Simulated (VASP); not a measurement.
Set up this calculation in VASP 6.6.1, as the native input.

```yaml
Task: relaxation of cell and atoms
Functional: PBE
Dispersion: D3(BJ)
Potentials_or_basis: VASP PAW PBE potentials, release 64 (Zr_sv)
Cutoff: 600 eV
k_mesh: 16 × 16 × 16
Occupations: gaussian, width 0.1 eV
Spin: no spin polarisation
Dipole_correction: no
Further_INCAR_settings: ALGO = Normal; EDIFF = 1e-07; IBRION = 2; EDIFFG = -0.005; NSW = 70; ISIF = 3
```

The structure of Zr lies in POSCAR:

```
Zr
1.0
   -1.7872809733      1.7872809733      1.7872809733
    1.7872809733     -1.7872809733      1.7872809733
    1.7872809733      1.7872809733     -1.7872809733
Zr
1
Direct
    0.0000000000      0.0000000000      0.0000000000
```

One way to write it, as run:

INCAR

```
  PREC = Accurate
  ENCUT = 600
  EDIFF = 1E-7
  ISMEAR = 0
  SIGMA = 0.1
  LREAL = False
  LASPH = True
  NELM = 80
  ALGO = Normal
  ISIF = 3
  LWAVE = False
  LCHARG = False
  GGA = PE
  IVDW = 12
  IBRION = 2
  NSW = 70
  EDIFFG = -0.005
```

KPOINTS

```
regular mesh
0
Gamma
  16 16 16
```

Potentials or basis: VASP PAW PBE potentials, release 64 (Zr_sv).

Run with:

```console
$ cat potpaw_PBE.64/Zr_sv/POTCAR > POTCAR
$ mpirun -np 1 vasp_std > vasp.out
```

It gave:

The relaxed volume is 21.82 Å³/atom, the relaxed cell is a = 3.049 Å, b = 3.049 Å, c = 3.049 Å, α = 109.47°, β = 109.47°, γ = 109.47° and the space group after relaxing (to 0.05 Å) is Im-3m (No. 229). The energy gained by relaxing is 12.8 meV/atom and the ionic steps are 3. The pressure after relaxing is 0.0 GPa. The band gap on the k mesh is zero (band 6 reaches 10.60 eV, above the bottom of band 7 at 8.65 eV) and the dispersion energy per atom is -0.565 eV.

Caveat: pairwise dispersion overbinds metals, which lowers pressure and volume.

It took 4 min on 1 thread of AMD EPYC 7R13, on a shared host, peak memory 0.17 GiB.
